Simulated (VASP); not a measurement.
CuI:

```
Cu I
1.0
     0.00000    3.01204    3.01204
     3.01204    0.00000    3.01204
     3.01204    3.01204    0.00000
Cu I
1 1
Direct
  0.25000 0.25000 0.25000
  0.00000 0.00000 0.00000
```

Base run:

* Program: VASP 6.6.1
* Functional: r2SCAN
* Potentials or basis: VASP PAW PBE potentials, release 64 (Cu, I)
* Cutoff: 520 eV
* k mesh: 8 × 8 × 8
* Occupations: gaussian, width 0.01 eV
* Spin: no spin polarisation

Its results: band gap on the k mesh 1.67 eV; pressure -0.1 GPa.

Question: The run is repeated on the same cell with these changes: functional from r2SCAN to PBE; occupations from gaussian, width 0.01 eV to fermi-dirac, width 0.02 eV. What comes out?

Answer: Band gap on the k mesh 1.20 eV; pressure 1.2 GPa.

Caveats: spin-orbit coupling is left out, which moves the levels of the heavy elements; the PAW data sets were made with another functional, which shifts forces and pressure a little (at least some runs).

